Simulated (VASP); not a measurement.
VCuC4N4, 10 atoms in the cell. It takes space group P-43m (No. 215, cubic). The conventional cell has a = 5.918 Å, b = 5.918 Å, c = 5.918 Å, α = 90.00°, β = 90.00°, γ = 90.00°. V (site symmetry -43m) has 4 C at 2.02 Å within 2.7 Å. Cu (site symmetry -43m) has 4 N at 1.94 Å within 2.6 Å. Within 1.6 Å of C (site symmetry 3m) lie 1 N at 1.17 Å. Within 1.6 Å of N (site symmetry 3m) lie 1 C at 1.17 Å. 

* Program: VASP 6.6.1
* Task: single point
* Functional: PBE
* Potentials or basis: VASP PAW PBE potentials, release 64 (V_sv, Cu, C, N)
* Cutoff: 520 eV
* k mesh: 6 × 6 × 6
* Occupations: gaussian, width 0.02 eV
* Spin: collinear spin, ferromagnetic start
* Starting moments: [1.46, 0.0, 0.0, 0.0, 0.0, 0.0, 0.0, 0.0, 0.0, 0.0] μB
* Dipole correction: no
* Further INCAR settings: ALGO = Normal; EDIFF = 1e-06; NBANDS = 45

Potentials or basis: VASP PAW PBE potentials, release 64 (V_sv, Cu, C, N).

The run is started by

```sh
$ cat potpaw_PBE.64/V_sv/POTCAR potpaw_PBE.64/Cu/POTCAR potpaw_PBE.64/C/POTCAR potpaw_PBE.64/N/POTCAR > POTCAR
$ mpirun -np 1 vasp_std > vasp.out
```

Hardware: 1 thread of Intel Xeon 8259CL (shared host).

Problem. How long does it take, and how much memory?

Solution. Run time: 25 min on 1 thread of Intel Xeon 8259CL, on a shared host, peak memory 0.58 GiB. Counts: scf iterations 30, k points 20.
